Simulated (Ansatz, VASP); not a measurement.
## One calculation of BaTiO3, two programs

```xyz
5
Lattice="3.9841 -0.0398 -0.0398 -0.0568 2.8086 2.8174 -0.0001 -2.8655 2.8742" Properties=species:S:1:pos:R:3 pbc="T T T"
Ba    0.0000    0.0000    0.0000
Ti    1.9631   -0.0488    2.8708
O    -0.0280   -0.0280    2.8008
O     1.9634   -1.4561    4.2520
O     1.9355    1.3311    4.2241
```

Change from the starting cell: equal xy, yz and zx shear strains of -2 %.

Alike in both runs: task single point; functional PBEsol; k mesh 8 × 8 × 8; occupations fermi-dirac, width 0.05 eV; no spin polarisation.

|  | VASP | Ansatz |
| --- | --- | --- |
| version | VASP 6.6.1 | Ansatz 0.2.0 |
| potentials or method | VASP PAW PBE potentials, release 64 (Ba_sv, Ti_sv, O), cutoff 520 eV | all-electron LAPW, scalar-relativistic |

```csv
,VASP,Ansatz,Ansatz less VASP
pressure (GPa),-2.4,-4.2,-1.81
"traceless stress, the component that is largest in VASP (GPa)",2.49,2.41,-0.082
rms of the force components (eV/Å),0.098,0.103,+0.0048
```

VASP's potentials were made for PBE, not for PBEsol. Atom by atom the forces differ by 0.009 eV/Å (rms over components). Ansatz ran all-electron here, and VASP with PAW potentials.

Spin-orbit coupling is off throughout.
